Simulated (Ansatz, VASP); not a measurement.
# Two plane-wave programs on Bi2Te2Se

The input INCAR:

```
  ALGO = Normal
  EDIFF = 1E-7
  ENCUT = 520
  GGA = PS
  ISIF = 2
  ISMEAR = 0
  LASPH = T
  LCHARG = F
  LREAL = F
  LWAVE = F
  NBANDS = 32
  NELM = 60
  PREC = Accurate
  SIGMA = 0.01
```

KPOINTS

```
k-points
0
Gamma
  6 6 6
```

POSCAR

```
Bi2Te2Se
1.0
    2.1609687600      1.2476359000     10.5855712500
   -2.1609687600      1.2476359000     10.5855712500
    0.0000000000     -2.4952717900     10.5855712500
Bi Te Se
2 2 1
Direct
    0.6082787600      0.6082787600      0.6082787600
    0.3917212400      0.3917212400      0.3917212400
    0.2195951300      0.2195951300      0.2195951300
    0.7804048700      0.7804048700      0.7804048700
    0.0000000000      0.0000000000      0.0000000000
```

Input for Ansatz:

```yaml
crystal:
  lattice:
    - [2.16096876, 1.2476359, 10.58557125]
    - [-2.16096876, 1.2476359, 10.58557125]
    - [0.0, -2.49527179, 10.58557125]
  atoms:
    - { symbol: Bi, position: [0.6082787600000001, 0.60827876, 0.6082787600000001] }
    - { symbol: Bi, position: [0.39172124, 0.39172124, 0.39172124] }
    - { symbol: Te, position: [0.21959513, 0.21959513, 0.21959513] }
    - { symbol: Te, position: [0.78040487, 0.78040487, 0.78040487] }
    - { symbol: Se, position: [0.0, 0.0, 0.0] }
basis:
  ecutwfc: 462.593566181796
kpoints:
  mp_grid:
    grid: [6, 6, 6]
hamiltonian:
  xc: pbesol
scf:
  occupations:
    method: fixed
  n_extra_bands: 2
output:
  eigenvalues: true
```

Alike in both runs: task single point; functional PBEsol; k mesh 6 × 6 × 6; no spin polarisation.

```csv
,VASP,Ansatz
version,VASP 6.6.1,Ansatz 0.2.0
potentials or method,"VASP PAW PBE potentials, release 64 (Bi_d, Te, Se), cutoff 520 eV","plane waves, PAW"
occupations,"gaussian, width 0.01 eV",fixed
valence electrons in the cell,48,78
```

Ansatz gave:

```
gap on the k mesh at the Fermi level (eV) : 0.41
```

**Question.** Which values does VASP return?

**Answer.** gap on the k mesh at the Fermi level (eV): 0.40.

VASP's potentials were made for PBE, not for PBEsol. VASP's potentials hold 48 valence electrons a cell and Ansatz's 78, so a difference there can come from the potentials and not from the codes.

Neither program's run includes spin-orbit coupling.
